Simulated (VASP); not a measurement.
# In: single point with PBE

In:

```
In
1.0
     0.00000    2.39570    2.39570
     2.39570    0.00000    2.39570
     2.39570    2.39570    0.00000
In
1
Direct
  0.00000 0.00000 0.00000
```

- Program: VASP 6.6.1
- Task: single point
- Functional: PBE
- Potentials or basis: VASP PAW PBE potentials, release 64 (In_d)
- Cutoff: 520 eV
- k mesh: 4 × 4 × 4
- Occupations: fermi-dirac, width 0.15 eV
- Spin: non-collinear spin, zero start, spin-orbit coupling
- Starting moments: [[0, 0, 0]] μB
- Dipole correction: no
- Further INCAR settings: ALGO = Normal; EDIFF = 1e-06; NBANDS = 24

```
Pressure                                              : 2.2 GPa
Net moment                                            : 0.00 μB per cell
Valence electrons inside the program's atomic spheres : In 11.33
```

Moments on the atoms (μB; x, y, z):
```
In  0.00 0.00 0.00
```

Run time: 30 s on 1 thread of AMD EPYC 7R13 Processor (Zen 3) (shared host), peak memory 0.2 GiB.

Caveat: the k points lie up to 0.57 Å⁻¹ apart.
